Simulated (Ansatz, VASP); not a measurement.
**One calculation of CoO, two programs**

```
Co O
1.0
     0.00000    2.31767    2.31767
     2.31767    0.00000    2.31767
     2.31767    2.31767    0.00000
Co O
1 1
Direct
  0.00000 0.00000 0.00000
  0.25000 0.25000 0.25000
```

Alike in both runs: functional PBE; k mesh 8 × 8 × 8; occupations gaussian, width 0.1 eV; collinear spin; Hubbard terms Co d U = 3.32 eV.

Ansatz relaxed the structure, and its values are those at the end. VASP's run is a single point on that final structure, the one shown.

|  | VASP | Ansatz |
| --- | --- | --- |
| version | VASP 6.6.1 | Ansatz 0.2.0 |
| potentials or method | VASP PAW PBE potentials, release 64 (Co_sv, O), cutoff 700 eV | scalar-relativistic, plane waves, PAW |
| valence electrons in the cell | 23 | 23 |

```tsv
	VASP	Ansatz	Ansatz less VASP
gap on the k mesh at the Fermi level (eV)	0.41	0.43	+0.021
least direct gap on the mesh (eV)	0.41	0.43	+0.021
pressure (GPa)	-1.0	0.3	+1.29
net moment per atom (μB)	1.50	1.50	0.000
size of the moment on the site where the two differ most (μB)	2.62	2.48	-0.136
```

Site moments also hang on the region over which each program counts them. The programs project onto different local orbitals, so the same U acts differently, and such runs can settle in different states.
